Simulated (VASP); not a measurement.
Wanted: the native input for a VASP 6.6.1 run.

```
Task                   : single point
Functional             : PBEsol
Potentials or basis    : VASP PAW PBE potentials, release 64 (Pb_d, Cs_sv, Br)
Cutoff                 : 500 eV
k mesh                 : 3 × 3 × 3
Occupations            : methfessel-paxton, width 0.0617 eV
Spin                   : no spin polarisation
Dipole correction      : no
Further INCAR settings : ALGO = Normal; EDIFF = 1e-06; NBANDS = 30
```

The structure of CsPbBr3 lies in POSCAR:

```
CsPbBr3
1.0
    5.6570940000      0.0000000000      0.0000000000
    0.0000000000      5.6570940000      0.0000000000
    0.0000000000      0.0000000000      5.6570940000
Pb Cs Br
1 1 3
Direct
    0.5000000000      0.5000000000      0.5000000000
    0.0000000000      0.0000000000      0.0000000000
    0.0000000000      0.5000000000      0.5000000000
    0.5000000000      0.0000000000      0.5000000000
    0.5000000000      0.5000000000      0.0000000000
```

One way to write it, as run:

INCAR

```
  ALGO = Normal
  EDIFF = 1E-6
  ENCUT = 500
  GGA = PS
  GGA_COMPAT = F
  ISIF = 2
  ISMEAR = 1
  LASPH = T
  LCHARG = F
  LREAL = F
  LWAVE = F
  NBANDS = 30
  NELM = 120
  PREC = Accurate
  SIGMA = 0.0617
```

KPOINTS

```
k-points
0
Gamma
  3 3 3
```

Potentials or basis: VASP PAW PBE potentials, release 64 (Pb_d, Cs_sv, Br).

The run is started by

```console
$ cat potpaw_PBE.64/Pb_d/POTCAR potpaw_PBE.64/Cs_sv/POTCAR potpaw_PBE.64/Br/POTCAR > POTCAR
$ mpirun -np 1 vasp_std > vasp.out
```

Results of the run:

```yaml
Pressure: 2.6 GPa
Band_gap_on_the_k_mesh: 3.94 eV, indirect (least direct gap 3.96 eV)
```

Caveat: the PAW data sets were made with another functional, which shifts forces and pressure a little; spin-orbit coupling is left out, which moves the levels of the heavy elements.

Wall time 56 s on 1 thread of AMD EPYC 7R13 (shared host), peak memory 0.22 GiB.
